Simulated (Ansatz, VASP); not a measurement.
**One calculation of Si3N4, two programs**

```xyz
14
Lattice="7.6453 0.0000 0.0000 -3.8226 6.6210 0.0000 0.0000 0.0000 2.9215" Properties=species:S:1:pos:R:3 pbc="T T T"
Si    5.2058    1.1532    0.9513
Si    1.6042    5.0849    2.4121
Si    4.0437    3.9317    0.9513
Si   -1.3831    5.4678    2.4121
Si    2.2185    1.5361    0.9513
Si   -0.2211    2.6893    2.4121
N    -1.0311    2.1841    0.9514
N     5.2382    0.1991    2.4121
N     2.4467    4.6360    0.9514
N     4.8538    4.4369    2.4121
N    -1.4156    6.4220    0.9514
N     1.3759    1.9850    2.4121
N     0.0000    4.4140   -0.5096
N     3.8226    2.2070    0.9512
```

Change from the starting cell: volume scaled by 1.02, ions relaxed.

Alike in both runs: functional PBE; k mesh 4 × 4 × 10; occupations fermi-dirac, width 0.02 eV; no spin polarisation.

Ansatz relaxed the structure, and its values are those at the end. VASP's run is a single point on that final structure, the one shown.

|  | VASP | Ansatz |
| --- | --- | --- |
| version | VASP 6.6.1 | Ansatz 0.2.0 |
| potentials or method | VASP PAW PBE potentials, release 64 (Si, N) | plane-wave PAW, scalar-relativistic |
| plane-wave cutoff (eV) | 520 | 420 |
| valence electrons in the cell | 64 | 64 |

VASP gave:

* gap on the k mesh at the Fermi level (eV): 4.27
* pressure (GPa): 1.2
* rms of the force components (eV/Å): 0.009

What did Ansatz give for the same quantities?

gap on the k mesh at the Fermi level (eV): 4.28; pressure (GPa): 1.5; rms of the force components (eV/Å): 0.008.

Ansatz's warnings: stress scf threshold loose.
